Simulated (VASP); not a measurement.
# TiAl3 (P1) in VASP: single point with PBE

Aim: the single point of TiAl3 with PBE.

Everything below comes from runs of VASP 6.6.1. Logs are shortened: lines on timing, memory, paths and dates and some standing lists are left out, and cuts for length are marked.

## (1) The cell of the first run

The typed cell holds 8 atoms: a = 5.097 Å, b = 5.097 Å, c = 5.438 Å, α = 90.00°, β = 90.00°, γ = 115.52°.

## (2) Single point, PBE (atoms moved at random)

INCAR reads:

```
PREC = Accurate
ENCUT = 520
EDIFF = 1E-6
ISMEAR = 0
SIGMA = 0.15
LREAL = F
LASPH = T
NELM = 100
ALGO = Normal
ISIF = 2
LWAVE = F
LCHARG = F
GGA = PE
NBANDS = 31
```

KPOINTS reads:

```
regular mesh
0
Gamma
  8 8 6
```

POSCAR reads:

```
TiAl3
1.0
    1.9226734295     -1.9226734295     -4.3114047961
    1.9226734295     -1.9226734295      4.3114047961
   -3.8453468589     -3.8453468589      0.0000000000
Ti Al
2 6
Direct
   -0.0222669640     -0.0104403656      0.0021549858
    0.4699349103      0.4755032620      0.4951839627
    0.4837978265      0.4924414811     -0.0072599059
    0.0040411242     -0.0104843682      0.5136768006
    0.0065273549      0.5116270306      0.2573601546
    0.5220793239     -0.0017090737      0.7482292436
    0.5176330937      0.0124940697      0.2326853757
    1.0182533306      0.5305679640      0.7579693829
```

Potentials or basis: VASP PAW PBE potentials, release 64 (Ti_sv, Al).

Launch:

```sh
> cat potpaw_PBE.64/Ti_sv/POTCAR potpaw_PBE.64/Al/POTCAR > POTCAR
> mpirun -np 1 vasp_std > vasp.out
```

OUTCAR:

```text
PREC = Accurate
   ENCUT = 520
   EDIFF = 1E-6
   ISMEAR = 0
   LREAL = F
   LASPH = T
   NELM = 100
   ISIF = 2
   GGA = PE

 ion  position               nearest neighbor table
   1  0.978  0.990  0.002-   4 2.66   3 2.70   7 2.71   6 2.72   3 2.74   8 2.77   4 2.78   5 2.86
                             5 2.95   7 2.98   8 2.99   6 3.08
   2  0.470  0.476  0.495-   4 2.59   3 2.71   3 2.73   5 2.77   8 2.82   4 2.85   7 2.86   6 2.90
                             6 2.91   5 2.96   7 3.00   8 3.04
   3  0.484  0.492  0.993-   1 2.70   2 2.71   2 2.73   1 2.74   8 2.77   6 2.83   7 2.84   5 2.86
                             7 2.89   6 2.93   8 2.94   5 2.99
   4  0.004  0.990  0.514-   2 2.59   1 2.66   8 2.72   1 2.78   6 2.79   5 2.81   2 2.85   6 2.92
                             7 2.96   7 2.99   5 3.00   8 3.03
   5  0.007  0.512  0.257-   7 2.69   8 2.72   8 2.72   7 2.76   2 2.77   4 2.81   1 2.86   3 2.86
                             1 2.95   2 2.96   3 2.99   4 3.00
   6  0.522  0.998  0.748-   7 2.64   8 2.65   1 2.72   4 2.79   8 2.80   7 2.80   3 2.83   2 2.90
                             2 2.91   4 2.92   3 2.93   1 3.08
   7  0.518  0.012  0.233-   6 2.64   5 2.69   1 2.71   5 2.76   6 2.80   3 2.84   2 2.86   3 2.89
                             4 2.96   1 2.98   4 2.99   2 3.00
   8  0.018  0.531  0.758-   6 2.65   5 2.72   4 2.72   5 2.72   1 2.77   3 2.77   6 2.80   2 2.82
                             3 2.94   1 2.99   4 3.03   2 3.04

  LATTYP: Found a base centered orthorhombic cell.
 ALAT       =     5.4381416800
 B/A-ratio  =     1.5856169441
 C/A-ratio  =     1.0000000000

  Lattice vectors:

 A1 = (   1.9226734295,  -1.9226734295,  -4.3114047961)
 A2 = (   1.9226734295,  -1.9226734295,   4.3114047961)
 A3 = (  -3.8453468589,  -3.8453468589,   0.0000000000)

Analysis of symmetry for initial positions (statically):
=====================================================================
 Subroutine PRICEL returns:
 Original cell was already a primitive cell.

 Routine SETGRP: Setting up the symmetry group for a
 base centered orthorhombic supercell.

 Subroutine GETGRP returns: Found  1 space group operations
 (whereof  1 operations were pure point group operations)
 out of a pool of  8 trial point group operations.

The static configuration has the point symmetry C_1 .

Analysis of symmetry for dynamics (positions and initial velocities):
=====================================================================
 Subroutine PRICEL returns:
 Original cell was already a primitive cell.

 Routine SETGRP: Setting up the symmetry group for a
 base centered orthorhombic supercell.

 Subroutine GETGRP returns: Found  1 space group operations
 (whereof  1 operations were pure point group operations)
 out of a pool of  8 trial point group operations.

The dynamic configuration has the point symmetry C_1 .

 Subroutine INISYM returns: Found  1 space group operations
 (whereof  1 operations are pure point group operations),
 and found     1 'primitive' translations

----------------------------------------------------------------------------------------

                                     Primitive cell

  volume of cell :     127.5028

  direct lattice vectors                    reciprocal lattice vectors
     1.922673430 -1.922673430 -4.311404796     0.130027282 -0.130027282 -0.115971481
     1.922673430 -1.922673430  4.311404796     0.130027282 -0.130027282  0.115971481
    -3.845346859 -3.845346859  0.000000000    -0.130027282 -0.130027282  0.000000000

  length of vectors
     5.097210762  5.097210762  5.438141680     0.217401869  0.217401869  0.183886346

  position of ions in fractional coordinates (direct lattice)
     0.977733036  0.989559634  0.002154986
     0.469934910  0.475503262  0.495183963
     0.483797827  0.492441481  0.992740094
     0.004041124  0.989515632  0.513676801
     0.006527355  0.511627031  0.257360155
     0.522079324  0.998290926  0.748229244
     0.517633094  0.012494070  0.232685376
     0.018253331  0.530567964  0.757969383

  ion indices of the primitive-cell ions
   primitive index   ion index
                 1           1
                 2           2
                 3           3
                 4           4
                 5           5
                 6           6
                 7           7
                 8           8

----------------------------------------------------------------------------------------

 KPOINTS: regular mesh

Automatic generation of k-mesh.
 Grid dimensions read from file:
 generate k-points for:    8    8    6

 Generating k-lattice:

  Cartesian coordinates                     Fractional coordinates (reciprocal lattice)
     0.016253410 -0.016253410 -0.014496435     0.125000000 -0.000000000  0.000000000
     0.016253410 -0.016253410  0.014496435    -0.000000000  0.125000000  0.000000000
    -0.021671214 -0.021671214  0.000000000     0.000000000  0.000000000  0.166666667

  Length of vectors
     0.027175234  0.027175234  0.030647724

  Shift w.r.t. Gamma in fractional coordinates (k-lattice)
     0.000000000  0.000000000  0.000000000

 Subroutine IBZKPT returns following result:
 ===========================================

 Found    196 irreducible k-points:

 Following reciprocal coordinates:
            Coordinates               Weight
  0.000000  0.000000  0.000000      1.000000
  0.125000 -0.000000  0.000000      2.000000
 -0.000000  0.125000  0.000000      2.000000
  0.250000 -0.000000  0.000000      2.000000
 -0.000000  0.250000  0.000000      2.000000
  0.375000  0.000000  0.000000      2.000000
[... 16 lines left out ...]
  0.375000  0.250000  0.000000      2.000000
  0.250000  0.375000  0.000000      2.000000
 [... further k-points ...]
   k-points           NKPTS =    196   k-points in BZ     NKDIM =    196   number of bands    NBANDS=     31
   number of dos      NEDOS =    301   number of ions     NIONS =      8
   total plane-waves  NPLWV =  64000
   dimension x,y,z NGX =    40 NGY =   40 NGZ =   40
   dimension x,y,z NGXF=    80 NGYF=   80 NGZF=   80
   ions per type =               2   6
   NGX,Y,Z   is equivalent  to a cutoff of  13.05, 13.05, 12.23 a.u.
   NGXF,Y,Z  is equivalent  to a cutoff of  26.09, 26.09, 24.46 a.u.
 SYSTEM =  unknown system
   PREC   = accura    normal or accurate (medium, high low for compatibility)
   ISTART =      0    job   : 0-new  1-cont  2-samecut
   ICHARG =      2    charge: 1-file 2-atom 10-const
   ISPIN  =      1    spin polarized calculation?
   LNONCOLLINEAR =      F non collinear calculations
   LSORBIT =      F    spin-orbit coupling
   LASPH  =      T    aspherical Exc in radial PAW
   ENCUT  =  520.0 eV  38.22 Ry    6.18 a.u.   9.48  9.48 10.11*2*pi/ulx,y,z
   NELM   =    100;   NELMIN=  2; NELMDL= -5     # of ELM steps
   EDIFF  = 0.1E-05   stopping-criterion for ELM
   LREAL  =      F    real-space projection
   EDIFFG = 0.1E-04   stopping-criterion for IOM
   NSW    =      0    number of steps for IOM
   IBRION =     -1    ionic relax: 0-MD 1-quasi-New 2-CG
   NFREE  =      0    steps in history (QN), initial steepest desc. (CG)
   ISIF   =      2    stress and relaxation
   ISYM   =      2    0-nonsym 1-usesym 2-fastsym
   POTIM  = 0.5000    time-step for ionic-motion
   TEBEG  =    0.0;   TEEND  =   0.0 temperature during run
   PSTRESS=    0.0 pullay stress
   NELECT =      42.0000    total number of electrons
   NUPDOWN=      -1.0000    fix difference up-down
   EMIN   =  10.00;   EMAX   =-10.00  energy-range for DOS
   EFERMI =   0.00;   METHOD = LEGACY
   ISMEAR =     0;   SIGMA  =   0.15  broadening in eV -4-tet -1-fermi 0-gaus
   EFERMI_NEDOS =   21; number of points for ismear=-14 and -15
   IALGO  =     38    algorithm
   IMIX   =      4    mixing-type and parameters
     AMIX     =   0.40;   BMIX     =  1.00
     AMIX_MAG =   1.60;   BMIX_MAG =  1.00
  volume/ion in A,a.u.               =      15.94       107.55
  Fermi-wavevector in a.u.,A,eV,Ry     =   1.130623  2.136568 17.392455  1.278309
  Thomas-Fermi vector in A             =   2.267320
   LORBIT       =      0    0 simple, 1 ext, 2 COOP (PROOUT), +10 PAW based schemes
   GGA     = PE    functional components
   LHFCALC =     F    Hartree Fock is set to
   AEXX    =    0.0000 exact exchange contribution
   IVDW    =     0    specifies the selected vdW correction
   LEPSILON=     F    determine dielectric tensor
   LRPA    =     F    only Hartree local field effects (RPA)
 non-spin polarized calculation
 Gauss-broadening in eV      SIGMA  =   0.15
  energy-cutoff  :      520.00
  volume of cell :      127.50
 maximum number of plane-waves:      3476
 NGX is ok and might be reduce to    40
   NGX = 19   NGY = 19   NGZ = 21

 number of electron      41.9999999 magnetization

 Free energy of the ion-electron system (eV)
  ---------------------------------------------------
  ext. energy  EPLUGINS =         0.00000000
  ---------------------------------------------------
  free energy    TOTEN  =       -40.97190291 eV

  energy without entropy =      -40.93825034  energy(sigma->0) =      -40.95507663

 E-fermi :   8.1717     XC(G=0): -10.7120

 val. band max:        8.1553170054   @ k =   0.2500  -0.3750   0.0000
 cond. band min:       8.1824684360   @ k =   0.5000   0.1250   0.3333
 fundamental gap:      0.0271514306
 Fermi energy:         8.1716957485

 k-point     1 :       0.0000    0.0000    0.0000
  band No.  band energies     occupation
      1     -48.3413      2.00000
      2     -48.3004      2.00000
      3     -24.6731      2.00000
      4     -24.6672      2.00000
      5     -24.6291      2.00000
      6     -24.6263      2.00000
[... 23 lines left out ...]
     30      10.9510      0.00000
     31      11.2923      0.00000

 k-point     2 :       0.1250   -0.0000    0.0000
  band No.  band energies     occupation
      1     -48.3413      2.00000
      2     -48.3004      2.00000
      3     -24.6728      2.00000
      4     -24.6667      2.00000
      5     -24.6296      2.00000
      6     -24.6267      2.00000
[... 740 lines left out ...]
 k-point    24 :       0.2500    0.3750    0.0000
  band No.  band energies     occupation
      1     -48.3412      2.00000
      2     -48.3004      2.00000
      3     -24.6716      2.00000
      4     -24.6642      2.00000
      5     -24.6325      2.00000
      6     -24.6291      2.00000
[... 23 lines left out ...]
     30      11.5927      0.00000
     31      11.7539      0.00000

 [... further k-points ...]
[... 5 lines left out ...]
  --------------------------------------------------------------------------------------
  -------------------------------------------------------------------------------------
  Total        1.0128437      0.6239908      1.1690415     -0.2647820      0.2649121      0.0653232
  in kB       12.7272092      7.8409547     14.6899626     -3.3272028      3.3288368      0.8208394
  external PRESSURE =      11.7527088 kB  Pullay stress =       0.0000000 kB

 VOLUME and BASIS-vectors are now :
 -----------------------------------------------------------------------------
  energy-cutoff  :      520.00
  volume of cell :      127.50
      direct lattice vectors                 reciprocal lattice vectors
     1.922673430 -1.922673430 -4.311404796     0.130027282 -0.130027282 -0.115971481
     1.922673430 -1.922673430  4.311404796     0.130027282 -0.130027282  0.115971481
    -3.845346859 -3.845346859  0.000000000    -0.130027282 -0.130027282  0.000000000

 POSITION                                       TOTAL-FORCE (eV/Angst)
 -----------------------------------------------------------------------------------
      3.77417     -3.79075      0.05099         0.414870     -0.854848     -0.551006
     -0.08639     -3.72192      0.02401         1.016379     -1.101346     -0.278311
     -1.94044     -5.69442      0.03727        -0.183764     -0.157241     -0.239986
     -0.06498     -3.88555      4.24878         0.146316      0.783514      0.218385
      0.00660     -1.98588      2.17769        -0.204383      0.307406      0.059033
      0.04597     -5.80038      2.05314         0.347471      0.325618      0.714772
      0.12451     -1.91402     -2.17786        -0.874456     -0.097917      0.300798
     -1.85945     -3.96986      2.20880        -0.662433      0.794814     -0.223684
 -----------------------------------------------------------------------------------
    total drift:                                0.000020     -0.000173     -0.000184

  FREE ENERGIE OF THE ION-ELECTRON SYSTEM (eV)
  ---------------------------------------------------
  free  energy   TOTEN  =       -40.9719029054 eV

  energy  without entropy=      -40.9382503448  energy(sigma->0) =      -40.95507663
```

Run time: 9.2 min. Hardware: 1 thread of Intel Xeon Platinum 8488C (Sapphire Rapids), shared host; peak memory 0.68 GiB.

Results:

- Free energy: -40.9719 eV
- Pressure: 1.2 GPa
- Largest force: 1.524 eV/Å
- Band gap on the k mesh: zero (band 21 reaches 8.64 eV, above the bottom of band 22 at 7.04 eV)

Forces in eV/Å, atoms in the order of the input:
```
Ti   0.415 -0.855 -0.551
Ti   1.016 -1.101 -0.278
Al  -0.184 -0.157 -0.240
Al   0.146  0.784  0.218
Al  -0.204  0.307  0.059
Al   0.347  0.326  0.715
Al  -0.874 -0.098  0.301
Al  -0.662  0.795 -0.224
```

Stress tensor (GPa, compression positive):
```
 1.27 -0.33  0.08
-0.33  0.78  0.33
 0.08  0.33  1.47
```

Levels at points of the mesh, in eV from the Fermi level:
| k point | band 18 | band 19 | band 20 | band 21 | band 22 | band 23 | band 24 | band 25 |
| --- | --- | --- | --- | --- | --- | --- | --- | --- |
| (0.00, 0.00, 0.00) | -1.35 | -1.21 | -1.17 | -0.99 | 0.78 | 1.51 | 1.73 | 1.80 |
| (0.50, 0.00, 0.00) | -1.15 | -1.07 | -0.87 | -0.28 | -0.21 | 1.48 | 1.58 | 1.69 |
| (0.00, 0.50, 0.00) | -1.23 | -0.91 | -0.90 | -0.26 | -0.18 | 1.55 | 1.56 | 1.62 |
| (0.50, 0.50, 0.00) | -1.05 | -0.91 | -0.87 | -0.19 | 0.65 | 0.72 | 0.93 | 1.71 |
| (0.00, 0.00, 0.50) | -2.04 | -1.64 | -1.45 | -1.30 | -1.13 | 1.70 | 1.89 | 1.95 |
| (0.50, 0.00, 0.50) | -0.98 | -0.36 | -0.26 | 0.46 | 0.52 | 1.66 | 1.77 | 2.02 |
| (0.00, 0.50, 0.50) | -1.03 | -0.33 | -0.21 | 0.45 | 0.52 | 1.72 | 1.77 | 2.03 |
| (0.50, 0.50, 0.50) | -0.30 | -0.22 | -0.18 | 0.28 | 0.34 | 0.98 | 1.03 | 1.60 |

Caveat: the cell differs from its parent crystal (atoms moved at random); forces of over 1 eV/Å act on the atoms, so gaps and moduli don't describe the material at rest.
